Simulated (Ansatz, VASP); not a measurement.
CoSn: VASP beside Ansatz

```xyz
6
Lattice="5.2431 0.0000 0.0000 -2.6215 4.5407 0.0000 0.0000 0.0000 4.1841" Properties=species:S:1:pos:R:3 pbc="T T T"
Co   -1.3108    2.2703    0.0000
Co    1.3108    2.2703    0.0000
Co    2.6215    0.0000    0.0000
Sn    2.6215    1.5136    2.0920
Sn    0.0000    3.0271    2.0920
Sn    0.0000    0.0000    0.0000
```

Alike in both runs: functional r2SCAN; k mesh 9 × 9 × 8; occupations gaussian, width 0.1 eV; no spin polarisation.

Ansatz relaxed the structure, and its values are those at the end. VASP's run is a single point on that final structure, the one shown.

|  | VASP | Ansatz |
| --- | --- | --- |
| version | VASP 6.6.1 | Ansatz 0.2.0 |
| potentials or method | VASP PAW PBE potentials, release 64 (Co, Sn_d), cutoff 520 eV | scalar-relativistic, plane waves, PAW |
| valence electrons in the cell | 69 | 93 |

```csv
,VASP,Ansatz,Ansatz less VASP
gap on the k mesh at the Fermi level (eV),none,none,-
pressure (GPa),0.3,0.0,-0.26
```

VASP's potentials were made for PBE, not for r2SCAN. A gap of «none» marks a metal or a gap that the smearing closes. VASP's potentials hold 69 valence electrons a cell and Ansatz's 93, so a difference there can come from the potentials and not from the codes.
